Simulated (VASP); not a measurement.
# Be (Fd-3m) in VASP: further runs

The runs below take Be through single point, relaxation of cell and atoms, with PBE.

All numbers are computed with VASP 6.6.1; they aren't measurements. Logs are shortened: lines on timing, memory, paths and dates and some standing lists are left out, and cuts for length are marked.

## Step 1: The cell of the first run

Symmetry: Fd-3m, No. 227, cubic system. Conventional cell: a = 4.963 Å, b = 4.963 Å, c = 4.963 Å, α = 90.00°, β = 90.00°, γ = 90.00°. Be (site symmetry -43m) has 4 Be at 2.15 Å within 2.8 Å.

## Step 2: Single point, PBE (volume scaled by 1.04)

INCAR reads:

```
SYSTEM = Be
PREC = Accurate
ENCUT = 520
EDIFF = 1E-7
ISMEAR = -1
SIGMA = 0.1
LREAL = .FALSE.
LASPH = .TRUE.
NELM = 80
ALGO = Normal
ISIF = 2
LWAVE = .FALSE.
LCHARG = .TRUE.
GGA = PE
LELF = .TRUE.
LVHAR = .TRUE.
NBANDS = 9
```

KPOINTS reads:

```
Automatic mesh
0
G
  13 13 13
  0 0 0
```

POSCAR reads:

```
Be
1.0
    0.0000000000      2.4817012149      2.4817012149
    2.4817012149      0.0000000000      2.4817012149
    2.4817012149      2.4817012149      0.0000000000
Be
2
Direct
    0.1250000000      0.1250000000      0.1250000000
    0.8750000000      0.8750000000      0.8750000000
```

Potentials or basis: VASP PAW PBE potentials, release 64 (Be).

Run with:

```console
$ cat potpaw_PBE.64/Be/POTCAR > POTCAR
$ mpirun -np 1 vasp_std > vasp.out
```

OUTCAR:

```text
SYSTEM = Be
   PREC = Accurate
   ENCUT = 520
   EDIFF = 1E-7
   ISMEAR = -1
   LREAL = .FALSE.
   LASPH = .TRUE.
   NELM = 80
   ISIF = 2
   GGA = PE

 ion  position               nearest neighbor table
   1  0.125  0.125  0.125-   2 2.15   2 2.15   2 2.15   2 2.15
   2  0.875  0.875  0.875-   1 2.15   1 2.15   1 2.15   1 2.15

  LATTYP: Found a face centered cubic cell.
 ALAT       =     4.9634024298

  Lattice vectors:

 A1 = (   0.0000000000,   2.4817012149,   2.4817012149)
 A2 = (   2.4817012149,   0.0000000000,   2.4817012149)
 A3 = (   2.4817012149,   2.4817012149,   0.0000000000)

Analysis of symmetry for initial positions (statically):
=====================================================================
 Subroutine PRICEL returns:
 Original cell was already a primitive cell.

 Routine SETGRP: Setting up the symmetry group for a
 face centered cubic supercell.

 Subroutine GETGRP returns: Found 48 space group operations
 (whereof 12 operations were pure point group operations)
 out of a pool of 48 trial point group operations.

The static configuration has the point symmetry D_3d.
 The point group associated with its full space group is O_h .

Analysis of symmetry for dynamics (positions and initial velocities):
=====================================================================
 Subroutine PRICEL returns:
 Original cell was already a primitive cell.

 Routine SETGRP: Setting up the symmetry group for a
 face centered cubic supercell.

 Subroutine GETGRP returns: Found 48 space group operations
 (whereof 12 operations were pure point group operations)
 out of a pool of 48 trial point group operations.

The dynamic configuration has the point symmetry D_3d.
 The point group associated with its full space group is O_h .

 Subroutine INISYM returns: Found 48 space group operations
 (whereof 12 operations are pure point group operations),
 and found     1 'primitive' translations

----------------------------------------------------------------------------------------

                                     Primitive cell

  volume of cell :      30.5688

  direct lattice vectors                    reciprocal lattice vectors
     0.000000000  2.481701215  2.481701215    -0.201474697  0.201474697  0.201474697
     2.481701215  0.000000000  2.481701215     0.201474697 -0.201474697  0.201474697
     2.481701215  2.481701215  0.000000000     0.201474697  0.201474697 -0.201474697

  length of vectors
     3.509655516  3.509655516  3.509655516     0.348964411  0.348964411  0.348964411

  position of ions in fractional coordinates (direct lattice)
     0.125000000  0.125000000  0.125000000
     0.875000000  0.875000000  0.875000000

  ion indices of the primitive-cell ions
   primitive index   ion index
                 1           1
                 2           2

----------------------------------------------------------------------------------------

 KPOINTS: Automatic mesh

Automatic generation of k-mesh.
 Grid dimensions read from file:
 generate k-points for:   13   13   13

 Generating k-lattice:

  Cartesian coordinates                     Fractional coordinates (reciprocal lattice)
    -0.015498054  0.015498054  0.015498054     0.076923077  0.000000000  0.000000000
     0.015498054 -0.015498054  0.015498054     0.000000000  0.076923077  0.000000000
     0.015498054  0.015498054 -0.015498054     0.000000000  0.000000000  0.076923077

  Length of vectors
     0.026843416  0.026843416  0.026843416

  Shift w.r.t. Gamma in fractional coordinates (k-lattice)
     0.000000000  0.000000000  0.000000000

 Subroutine IBZKPT returns following result:
 ===========================================

 Found     84 irreducible k-points:

 Following reciprocal coordinates:
            Coordinates               Weight
  0.000000  0.000000  0.000000      1.000000
  0.076923  0.000000  0.000000      8.000000
  0.153846  0.000000  0.000000      8.000000
  0.230769  0.000000  0.000000      8.000000
  0.307692  0.000000  0.000000      8.000000
  0.384615  0.000000  0.000000      8.000000
[... 16 lines left out ...]
  0.384615  0.153846  0.000000     24.000000
  0.461538  0.153846  0.000000     24.000000
 [... further k-points ...]
   k-points           NKPTS =     84   k-points in BZ     NKDIM =     84   number of bands    NBANDS=      9
   number of dos      NEDOS =    301   number of ions     NIONS =      2
   total plane-waves  NPLWV =  21952
   dimension x,y,z NGX =    28 NGY =   28 NGZ =   28
   dimension x,y,z NGXF=    56 NGYF=   56 NGZF=   56
   ions per type =               2
   NGX,Y,Z   is equivalent  to a cutoff of  13.26, 13.26, 13.26 a.u.
   NGXF,Y,Z  is equivalent  to a cutoff of  26.53, 26.53, 26.53 a.u.
 SYSTEM =  Be
   PREC   = accura    normal or accurate (medium, high low for compatibility)
   ISTART =      0    job   : 0-new  1-cont  2-samecut
   ICHARG =      2    charge: 1-file 2-atom 10-const
   ISPIN  =      1    spin polarized calculation?
   LNONCOLLINEAR =      F non collinear calculations
   LSORBIT =      F    spin-orbit coupling
   LASPH  =      T    aspherical Exc in radial PAW
   ENCUT  =  520.0 eV  38.22 Ry    6.18 a.u.   6.53  6.53  6.53*2*pi/ulx,y,z
   NELM   =     80;   NELMIN=  2; NELMDL= -5     # of ELM steps
   EDIFF  = 0.1E-06   stopping-criterion for ELM
   LREAL  =      F    real-space projection
   EDIFFG = 0.1E-05   stopping-criterion for IOM
   NSW    =      0    number of steps for IOM
   IBRION =     -1    ionic relax: 0-MD 1-quasi-New 2-CG
   NFREE  =      0    steps in history (QN), initial steepest desc. (CG)
   ISIF   =      2    stress and relaxation
   ISYM   =      2    0-nonsym 1-usesym 2-fastsym
   POTIM  = 0.5000    time-step for ionic-motion
   TEBEG  =    0.0;   TEEND  =   0.0 temperature during run
   PSTRESS=    0.0 pullay stress
   NELECT =       4.0000    total number of electrons
   NUPDOWN=      -1.0000    fix difference up-down
   EMIN   =  10.00;   EMAX   =-10.00  energy-range for DOS
   EFERMI =   0.00;   METHOD = LEGACY
   ISMEAR =    -1;   SIGMA  =   0.10  broadening in eV -4-tet -1-fermi 0-gaus
   EFERMI_NEDOS =   21; number of points for ismear=-14 and -15
   IALGO  =     38    algorithm
   IMIX   =      4    mixing-type and parameters
     AMIX     =   0.40;   BMIX     =  1.00
     AMIX_MAG =   1.60;   BMIX_MAG =  1.00
  volume/ion in A,a.u.               =      15.28       103.14
  Fermi-wavevector in a.u.,A,eV,Ry     =   0.831129  1.570607  9.398580  0.690776
  Thomas-Fermi vector in A             =   1.943964
   LORBIT       =      0    0 simple, 1 ext, 2 COOP (PROOUT), +10 PAW based schemes
   GGA     = PE    functional components
   LHFCALC =     F    Hartree Fock is set to
   AEXX    =    0.0000 exact exchange contribution
   IVDW    =     0    specifies the selected vdW correction
   LEPSILON=     F    determine dielectric tensor
   LRPA    =     F    only Hartree local field effects (RPA)
 non-spin polarized calculation
  energy-cutoff  :      520.00
  volume of cell :       30.57
 maximum number of plane-waves:       869
 NGX is ok and might be reduce to    28
   NGX = 13   NGY = 13   NGZ = 13

 number of electron       4.0000000 magnetization

 Free energy of the ion-electron system (eV)
  ---------------------------------------------------
  ext. energy  EPLUGINS =         0.00000000
  ---------------------------------------------------
  free energy    TOTEN  =        -4.27433383 eV

  energy without entropy =       -4.24502655  energy(sigma->0) =       -4.25968019

 E-fermi :   1.5704     XC(G=0):  -8.4291

 val. band max:        1.5661533702   @ k =  -0.4615   0.3846   0.1538
 cond. band min:       1.5724780401   @ k =  -0.3846   0.3077   0.0769
 fundamental gap:      0.0063246699
 Fermi energy:         1.5703967933

 k-point     1 :       0.0000    0.0000    0.0000
  band No.  band energies     occupation
      1      -5.5498      2.00000
      2       6.2097      0.00000
      3       6.2097      0.00000
      4       6.2097      0.00000
      5       8.7041      0.00000
      6       8.7041      0.00000
      7       8.7041      0.00000
      8      15.0665      0.00000
      9      15.5328      0.00000

 k-point     2 :       0.0769    0.0000    0.0000
  band No.  band energies     occupation
      1      -5.4628      2.00000
      2       5.5101      0.00000
      3       6.0156      0.00000
      4       6.0156      0.00000
      5       8.9572      0.00000
      6       8.9572      0.00000
      7       9.2013      0.00000
      8      14.9038      0.00000
      9      15.7134      0.00000

 k-point     3 :       0.1538    0.0000    0.0000
  band No.  band energies     occupation
      1      -5.2020      2.00000
      2       4.1597      0.00000
      3       5.6128      0.00000
      4       5.6128      0.00000
      5       9.4780      0.00000
      6       9.4780      0.00000
      7       9.9799      0.00000
      8      14.5216      0.00000
      9      15.7487      0.00000

 k-point     4 :       0.2308    0.0000    0.0000
  band No.  band energies     occupation
      1      -4.7685      2.00000
      2       2.6852      0.00003
      3       5.2076      0.00000
      4       5.2076      0.00000
      5       9.8987      0.00000
      6       9.8987      0.00000
      7      10.6147      0.00000
      8      14.0855      0.00000
      9      15.5393      0.00000

 k-point     5 :       0.3077    0.0000    0.0000
  band No.  band energies     occupation
      1      -4.1645      2.00000
      2       1.2373      1.93098
      3       4.8812      0.00000
      4       4.8812      0.00000
      5      10.0267      0.00000
      6      10.0267      0.00000
      7      11.0743      0.00000
      8      13.7027      0.00000
      9      16.0878      0.00000

 k-point     6 :       0.3846    0.0000    0.0000
  band No.  band energies     occupation
      1      -3.3939      2.00000
      2      -0.1193      2.00000
      3       4.6591      0.00000
      4       4.6591      0.00000
      5       9.9555      0.00000
      6       9.9555      0.00000
      7      11.3781      0.00000
      8      13.4265      0.00000
      9      17.2307      0.00000
[... 169 lines left out ...]
 k-point    21 :       0.2308    0.1538    0.0000
  band No.  band energies     occupation
      1      -4.7682      2.00000
      2       3.6865      0.00000
      3       4.2367      0.00000
      4       4.9735      0.00000
      5       8.4293      0.00000
      6      11.3000      0.00000
      7      11.3908      0.00000
      8      11.7089      0.00000
      9      16.8106      0.00000

 k-point    22 :       0.3077    0.1538    0.0000
  band No.  band energies     occupation
      1      -4.2789      2.00000
      2       2.3593      0.00075
      3       3.9338      0.00000
      4       4.5520      0.00000
      5       8.7787      0.00000
      6      11.1812      0.00000
      7      11.7083      0.00000
      8      12.1959      0.00000
      9      16.7858      0.00000

 k-point    23 :       0.3846    0.1538    0.0000
  band No.  band energies     occupation
      1      -3.6213      2.00000
      2       1.0073      1.99285
      3       3.7797      0.00000
      4       4.0717      0.00000
      5       8.9413      0.00000
      6      11.5835      0.00000
      7      11.6493      0.00000
      8      12.7478      0.00000
      9      16.5534      0.00000

 k-point    24 :       0.4615    0.1538    0.0000
  band No.  band energies     occupation
      1      -2.8020      2.00000
      2      -0.2723      2.00000
      3       3.6361      0.00000
      4       3.7800      0.00000
      5       8.9969      0.00000
      6      11.3882      0.00000
      7      12.1531      0.00000
      8      13.3993      0.00000
      9      16.3271      0.00000

 [... further k-points ...]

------------------------ aborting loop because EDIFF is reached ----------------------------------------

  FORCE on cell =-STRESS in cart. coord.  units (eV):
  Direction    XX          YY          ZZ          XY          YZ          ZX
  --------------------------------------------------------------------------------------
  -------------------------------------------------------------------------------------
  Total       -0.3086756     -0.3086756     -0.3086756     -0.0000000     -0.0000000     -0.0000000
  in kB      -16.1783559    -16.1783559    -16.1783559     -0.0000000     -0.0000000     -0.0000000
  external PRESSURE =     -16.1783559 kB  Pullay stress =       0.0000000 kB

 VOLUME and BASIS-vectors are now :
 -----------------------------------------------------------------------------
  energy-cutoff  :      520.00
  volume of cell :       30.57
      direct lattice vectors                 reciprocal lattice vectors
     0.000000000  2.481701215  2.481701215    -0.201474697  0.201474697  0.201474697
     2.481701215  0.000000000  2.481701215     0.201474697 -0.201474697  0.201474697
     2.481701215  2.481701215  0.000000000     0.201474697  0.201474697 -0.201474697

 POSITION                                       TOTAL-FORCE (eV/Angst)
 -----------------------------------------------------------------------------------
      0.62043      0.62043      0.62043        -0.000000     -0.000000     -0.000000
      4.34298      4.34298      4.34298         0.000000      0.000000      0.000000
 -----------------------------------------------------------------------------------
    total drift:                               -0.000000     -0.000000     -0.000000

  FREE ENERGIE OF THE ION-ELECTRON SYSTEM (eV)
  ---------------------------------------------------
  free  energy   TOTEN  =        -4.2743338340 eV

  energy  without entropy=       -4.2450265473  energy(sigma->0) =       -4.25968019
```

It took 12 s on 1 thread of AMD EPYC 9R45 (Zen 5), shared host; peak memory 0.12 GiB.

Results:

| Property | Result |
| --- | --- |
| Free energy | -4.2743 eV |
| Pressure | -1.6 GPa |
| Band gap on the k mesh | zero (band 2 reaches 6.21 eV, above the bottom of band 3 at 0.31 eV) |

Levels at points of the mesh, in eV from the Fermi level:
```tsv
k point	band 1	band 2	band 3	band 4	band 5	band 6	band 7
(0.00, 0.00, 0.00)	-7.12	4.64	4.64	4.64	7.13	7.13	7.13
```

## Step 3: Single point, PBE (volume scaled by 1.08)

INCAR reads:

```
SYSTEM = Be
ALGO = Normal
EDIFF = 1E-7
ENCUT = 520
GGA = PE
ISIF = 2
ISMEAR = -1
LASPH = .True.
LCHARG = .True.
LELF = .True.
LREAL = .False.
LVHAR = .True.
LWAVE = .False.
NBANDS = 9
NELM = 60
PREC = Accurate
SIGMA = 0.1
```

KPOINTS reads:

```
k-points
0
Gamma
  13 13 13
  0 0 0
```

POSCAR reads:

```
Be
1.0
    0.0000000000      2.5131184895      2.5131184895
    2.5131184895      0.0000000000      2.5131184895
    2.5131184895      2.5131184895      0.0000000000
Be
2
Direct
    0.1250000000      0.1250000000      0.1250000000
    0.8750000000      0.8750000000      0.8750000000
```

Potentials or basis: VASP PAW PBE potentials, release 64 (Be).

Run with:

```console
$ cat potpaw_PBE.64/Be/POTCAR > POTCAR
$ mpirun -np 1 vasp_std > vasp.out
```

It took 12 s on 1 thread of AMD EPYC 9R45 (Zen 5), shared host; peak memory 0.13 GiB.

The run converged. Its results:

```
Free energy            : -4.2574 eV
Pressure               : -3.0 GPa
Band gap on the k mesh : zero (band 2 reaches 5.90 eV, above the bottom of band 3 at 0.19 eV)
```

Levels at points of the mesh, in eV from the Fermi level:
```csv
k point,band 1,band 2,band 3,band 4,band 5,band 6
"(0.00, 0.00, 0.00)",-6.98,4.51,4.51,4.51,6.97,6.97
```

(Part 1 of 3 ends here.)
